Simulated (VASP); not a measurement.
Here is a VASP 6.6.1 calculation.

The input POSCAR:

```
ZnSe
1.0
    0.0000000000      2.8324425400      2.8324425400
    2.8324425400      0.0000000000      2.8324425400
    2.8324425400      2.8324425400      0.0000000000
Zn Se
1 1
Direct
    0.0000000000      0.0000000000      0.0000000000
    0.2500000000      0.2500000000      0.2500000000
```

INCAR.step1

```
SYSTEM = ZnSe
PREC     = Accurate       ! precision mode
ENCUT    = 600            ! plane-wave cutoff, eV
ISMEAR   = 0              ! smearing method
SIGMA    = 0.02           ! smearing width, eV
LREAL    = .False.        ! projectors in reciprocal space
LASPH    = .True.         ! aspherical terms in the spheres
NELM     = 100            ! most SCF steps
GGA      = PE             ! functional
ALGO     = Normal         ! electronic algorithm
EDIFF    = 1E-4           ! SCF threshold, eV
LWAVE    = .True.         ! write WAVECAR
LCHARG   = .False.        ! write CHGCAR
```

The input INCAR.step2:

```
SYSTEM = ZnSe
PREC     = Accurate       ! precision mode
ENCUT    = 600            ! plane-wave cutoff, eV
EDIFF    = 1E-7           ! SCF threshold, eV
ISMEAR   = 0              ! smearing method
SIGMA    = 0.02           ! smearing width, eV
LREAL    = .False.        ! projectors in reciprocal space
LASPH    = .True.         ! aspherical terms in the spheres
NELM     = 100            ! most SCF steps
ALGO     = Normal         ! electronic algorithm
ISIF     = 3              ! what is computed and relaxed
LWAVE    = .False.        ! write WAVECAR
LCHARG   = .False.        ! write CHGCAR
METAGGA  = R2SCAN         ! meta-GGA
LMIXTAU  = .True.       
IBRION   = 2              ! ionic algorithm
NSW      = 100            ! ionic steps
EDIFFG   = -0.005         ! ionic threshold
ISTART   = 1
```

Contents of KPOINTS:

```
Automatic mesh
0
Gamma
  8 8 8
  0 0 0
```

Potentials or basis: VASP PAW PBE potentials, release 64 (Zn, Se).

The run is started by

```sh
$ cat potpaw_PBE.64/Zn/POTCAR potpaw_PBE.64/Se/POTCAR > POTCAR
$ cp INCAR.step1 INCAR
$ mpirun -np 1 vasp_std > vasp.out
$ cp INCAR.step2 INCAR
$ mpirun -np 1 vasp_std > vasp.out
```

**Question.** Predict the band gap on the k mesh.

**Answer.** 1.87 eV, direct.

**Question.** Predict the relaxed cell.

**Answer.** a = 4.008 Å, b = 4.008 Å, c = 4.008 Å, α = 60.00°, β = 60.00°, γ = 60.00°.

Final structure:
```
Zn Se
1.0
     0.00000    2.83392    2.83392
     2.83392    0.00000    2.83392
     2.83392    2.83392    0.00000
Zn Se
1 1
Direct
  0.00000 0.00000 0.00000
  0.25000 0.25000 0.25000
```

Caveat: the PAW data sets were made with another functional, which shifts forces and pressure a little. r2SCAN opens gaps a little over a GGA but as a rule still falls short of measured ones.
